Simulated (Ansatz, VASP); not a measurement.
## Two plane-wave programs on MgO

Contents of POSCAR:

```
MgO
1.0
    3.3210994004      0.0000000000      0.0000000000
   -1.6605497002      2.8761564492      0.0000000000
    0.0000000000      0.0000000000      4.9338488476
Mg O
2 2
Direct
    0.3333333333      0.6666666667     -0.0145219940
    0.6666666667      0.3333333333      0.4854780060
    0.3333333333      0.6666666667      0.3895219940
    0.6666666667      0.3333333333      0.8895219940
```

INCAR.step1

```
SYSTEM = MgO
  PREC = Accurate
  ENCUT = 520
  ISMEAR = 0
  SIGMA = 0.01
  LREAL = .False.
  LASPH = .True.
  NELM = 100
  NBANDS = 16
  GGA = PE
  ALGO = Normal
  EDIFF = 1E-4
  LWAVE = .True.
  LCHARG = .False.
```

The input INCAR.step2:

```
SYSTEM = MgO
  PREC = Accurate
  ENCUT = 520
  EDIFF = 1E-6
  ISMEAR = 0
  SIGMA = 0.01
  LREAL = .False.
  LASPH = .True.
  NELM = 100
  ALGO = Normal
  ISIF = 2
  LWAVE = .False.
  LCHARG = .False.
  METAGGA = R2SCAN
  LMIXTAU = .True.
  NBANDS = 16
  ISTART = 1
```

File KPOINTS:

```
regular mesh
0
Gamma
  12 12 6
  0 0 0
```

Input for Ansatz:

```yaml
crystal:
  lattice:
    - [3.3210994004, 0.0, 0.0]
    - [-1.6605497002, 2.8761564492, 0.0]
    - [0.0, 0.0, 4.9338488476]
  atoms:
    - { symbol: Mg, position: [0.3333333333, 0.6666666667, -0.014521994] }
    - { symbol: Mg, position: [0.6666666667, 0.3333333333, 0.485478006] }
    - { symbol: O, position: [0.3333333333, 0.6666666667, 0.389521994] }
    - { symbol: O, position: [0.6666666667, 0.3333333333, 0.889521994] }
kpoints:
  mp_grid: { grid: [12, 12, 6] }
  band_path:
    path:
      - [0.0, 0.0, 0.0]
      - [0.5, 0.0, 0.0]
      - [0.3333333333, 0.3333333333, 0.0]
      - [0.0, 0.0, 0.5]
      - [0.5, 0.0, 0.5]
      - [0.3333333333, 0.3333333333, 0.5]
    npoints: 1
hamiltonian:
  xc: r2scan
scf:
  occupations: { method: fixed }
  n_extra_bands: 5
output:
  forces: true
  stress: true
  eigenvalues: true
```

Change from the starting cell: epitaxial_xy strain +1.0%.

Alike in both runs: task single point; functional r2SCAN; k mesh 12 × 12 × 6; no spin polarisation.

```csv
,VASP,Ansatz
version,VASP 6.6.1,Ansatz 0.2.0
potentials or method,"VASP PAW PBE potentials, release 64 (Mg, O)","plane waves, PAW"
plane-wave cutoff (eV),520,500
occupations,"gaussian, width 0.01 eV",fixed
valence electrons in the cell,16,32
```

```csv
,VASP,Ansatz,Ansatz less VASP
gap on the k mesh at the Fermi level (eV),4.09,4.10,+0.016
pressure (GPa),-1.2,-0.6,+0.57
"traceless stress, the component that is largest in VASP (GPa)",0.72,0.66,-0.061
```

VASP's potentials were made for PBE, not for r2SCAN. VASP's potentials hold 16 valence electrons a cell and Ansatz's 32, so a difference there can come from the potentials and not from the codes.
